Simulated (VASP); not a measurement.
The system is Al4Mo7W5.

```
Al Mo W
1.0
     6.35869    0.00000    0.00000
     0.00000    6.35869    0.00000
     0.00000    0.00000    6.35869
Al Mo W
4 7 5
Direct
  0.99771 0.99660 0.00168
  0.00547 0.49830 0.50343
  0.24944 0.74857 0.24889
  0.74946 0.74938 0.75046
  0.49839 0.99932 0.99584
  0.25034 0.25054 0.25614
  0.50415 0.50157 0.99767
  0.49866 0.00200 0.50127
  0.75098 0.24790 0.25304
  0.24914 0.25181 0.74843
  0.75139 0.74295 0.24779
  0.99595 0.49562 0.00242
  0.99802 0.00260 0.50251
  0.49991 0.50414 0.50052
  0.75256 0.25017 0.74976
  0.25108 0.74647 0.75035
```

```yaml
Program: VASP 6.6.1
Task: relaxation of cell and atoms
Functional: PBE
Potentials_or_basis: VASP PAW PBE potentials, release 64 (Al, Mo_sv, W_sv)
Cutoff: 600 eV
k_mesh: 2 × 2 × 2, shifted
Occupations: gaussian, width 0.1 eV
Spin: no spin polarisation
```

At the start: pressure -4.9 GPa; volume 16.07 Å³/atom.

Q: How do energy, volume and symmetry change on relaxing?

A: Over 10 steps the energy falls by 20.3 meV/atom and the volume is 15.76 Å³/atom (-1.9 %); space group P1 (No. 1, to 0.05 Å).

The path:
| step | energy change (eV) | largest force (eV/Å) | pressure (GPa) | volume (Å³) |
| --- | --- | --- | --- | --- |
| 1 | 0.0000 | 1.2392 | -4.86 | 257.10 |
| 2 | 0.2087 | 0.6758 | 13.30 | 239.37 |
| 3 | -0.2151 | 0.6822 | 2.05 | 249.46 |
| 4 | -0.3041 | 0.3655 | -0.37 | 252.42 |
| 5 | -0.3068 | 0.3228 | -0.05 | 251.98 |
| 6 | -0.3212 | 0.1155 | -0.15 | 252.11 |
| 7 | -0.3230 | 0.0802 | -0.19 | 252.18 |
| 8 | -0.3240 | 0.0506 | 0.42 | 251.55 |
| 9 | -0.3241 | 0.0573 | 0.25 | 251.73 |
| 10 | -0.3248 | 0.0395 | -0.12 | 252.13 |

Final structure:
```cif
data_structure
_symmetry_space_group_name_H-M 'P 1'
_symmetry_Int_Tables_number 1
_cell_length_a 6.3062
_cell_length_b 6.3161
_cell_length_c 6.3301
_cell_angle_alpha 89.990
_cell_angle_beta 89.897
_cell_angle_gamma 90.018
_cell_volume 252.13
loop_
_atom_site_label
_atom_site_type_symbol
_atom_site_fract_x
_atom_site_fract_y
_atom_site_fract_z
_atom_site_occupancy
Al1 Al 0.99987 0.99760 0.00178 1
Al2 Al 0.00096 0.50143 0.49968 1
Al3 Al 0.24868 0.74972 0.24948 1
Al4 Al 0.75226 0.74991 0.75097 1
Mo1 Mo 0.49969 0.00496 0.00070 1
Mo2 Mo 0.25569 0.24919 0.25039 1
Mo3 Mo 0.50083 0.50097 0.00031 1
Mo4 Mo 0.50034 0.99699 0.50084 1
Mo5 Mo 0.75124 0.24906 0.25157 1
Mo6 Mo 0.24793 0.24890 0.74996 1
Mo7 Mo 0.74268 0.74929 0.25102 1
W1 W 0.00013 0.49039 0.00069 1
W2 W 0.00014 0.00804 0.50034 1
W3 W 0.49955 0.49296 0.50022 1
W4 W 0.74367 0.24929 0.75122 1
W5 W 0.25900 0.74923 0.75104 1
```
